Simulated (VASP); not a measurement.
Write the native input for VASP 6.6.1 that does the following.

| Item | Value |
| --- | --- |
| Task | relaxation of cell and atoms |
| Functional | PBE |
| Potentials or basis | VASP PAW PBE potentials, release 64 (W_sv) |
| Cutoff | 600 eV |
| k mesh | 18 × 18 × 18 |
| Occupations | fermi-dirac, width 0.08 eV |
| Spin | no spin polarisation |
| Target pressure | 97 GPa |
| Dipole correction | no |
| Further INCAR settings | ALGO = Normal; EDIFF = 1e-06; IBRION = 2; EDIFFG = -0.005; NSW = 60; ISIF = 3 |

The structure of W lies in POSCAR:

```
W
1.0
    0.0000000000      1.8742651197      1.8742651197
    1.8742651197      0.0000000000      1.8742651197
    1.8742651197      1.8742651197      0.0000000000
W
1
Direct
    0.0000000000      0.0000000000      0.0000000000
```

This isn't the form of W at room conditions, which is bcc.

These files were run (other wordings do the same):

INCAR

```
SYSTEM = W
ALGO = Normal
EDIFF = 1E-6
EDIFFG = -0.005
ENCUT = 600
GGA = PE
IBRION = 2
ISIF = 3
ISMEAR = -1
LASPH = .TRUE.
LCHARG = .FALSE.
LREAL = .FALSE.
LWAVE = .FALSE.
NELM = 60
NSW = 60
PREC = Accurate
PSTRESS = 970.0
SIGMA = 0.08
```

KPOINTS

```
k-points
0
G
  18 18 18
  0 0 0
```

Potentials or basis: VASP PAW PBE potentials, release 64 (W_sv).

Launch:

```sh
$ cat potpaw_PBE.64/W_sv/POTCAR > POTCAR
$ mpirun -np 1 vasp_std > vasp.out
```

It gave:

```yaml
Relaxed_volume: 13.22 Å³/atom
Relaxed_cell: a = 2.654 Å, b = 2.654 Å, c = 2.654 Å, α = 60.00°, β = 60.00°, γ = 60.00°
Space_group_after_relaxing_to_0.1_Å: Fm-3m (No. 225)
Energy_change_on_relaxing_the_run_minimises_the_enthalpy: -30.7 meV/atom
Ionic_steps: 3
Pressure_after_relaxing: 97.0 GPa
Band_gap_on_the_k_mesh: zero (bands 7 and 8 overlap by 5.58 eV)
```

Caveat: the cell is relaxed towards a set pressure, so the run minimises the enthalpy, not the energy; spin-orbit coupling is left out, which moves the levels of the heavy elements.

Wall time 44 s on 1 thread of Intel(R) Xeon(R) 6975P-C (Granite Rapids), on a shared host, peak memory 0.17 GiB.
